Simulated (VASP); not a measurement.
Set up this calculation in VASP 6.6.1, as the native input.

| Property | Result |
| --- | --- |
| Task | relaxation of cell and atoms |
| Functional | PBE |
| Potentials or basis | VASP PAW PBE potentials, release 64 (Ir) |
| Cutoff | 500 eV |
| k mesh | 7 × 7 × 7 |
| Occupations | fermi-dirac, width 0.1 eV |
| Spin | no spin polarisation |
| Target pressure | 5 GPa |
| Dipole correction | no |
| Further INCAR settings | ALGO = Normal; EDIFF = 1e-07; IBRION = 2; EDIFFG = -0.03; NSW = 60; ISIF = 3 |

The structure of Ir lies in POSCAR:

```
Ir
1.0
    0.0000000000      2.6350000000      2.6350000000
    2.6350000000      0.0000000000      2.6350000000
    2.6350000000      2.6350000000      0.0000000000
Ir
2
Direct
    1.0000000000      1.0000000000      1.0000000000
    0.2500000000      0.2500000000      0.2500000000
```

This isn't the form of Ir at room conditions, which is fcc.

These files were run (other wordings do the same):

INCAR

```
SYSTEM = Ir
  PREC = Accurate
  ENCUT = 500
  EDIFF = 1E-7
  ISMEAR = -1
  SIGMA = 0.1
  LREAL = .FALSE.
  LASPH = .TRUE.
  NELM = 120
  ALGO = Normal
  ISIF = 3
  LWAVE = .FALSE.
  LCHARG = .FALSE.
  GGA = PE
  IBRION = 2
  NSW = 60
  EDIFFG = -0.03
  PSTRESS = 50.0
  GGA_COMPAT = .FALSE.
  NELMIN = 4
```

KPOINTS

```
regular mesh
0
G
  7 7 7
  0 0 0
```

Potentials or basis: VASP PAW PBE potentials, release 64 (Ir).

Launch:

```console
$ cat potpaw_PBE.64/Ir/POTCAR > POTCAR
$ mpirun -np 1 vasp_std > vasp.out
```

Results of the run:

```
Relaxed volume                                             : 21.01 Å³/atom
Relaxed cell                                               : a = 3.902 Å, b = 3.902 Å, c = 3.902 Å, α = 60.00°, β = 60.00°, γ = 60.00°
Space group after relaxing (to 0.1 Å)                      : Fd-3m (No. 227)
Energy change on relaxing (the run minimises the enthalpy) : -375.1 meV/atom
Ionic steps                                                : 5
Pressure after relaxing                                    : 5.0 GPa
Band gap on the k mesh                                     : zero (bands 9 and 10 overlap by 1.47 eV)
```

Caveat: the cell is relaxed towards a set pressure, so the run minimises the enthalpy, not the energy; spin-orbit coupling is left out, which moves the levels of the heavy elements.

It took 29 s on 1 thread of AMD EPYC 9R45 96-Core Processor (Zen 5), with other jobs on the host, peak memory 0.13 GiB.
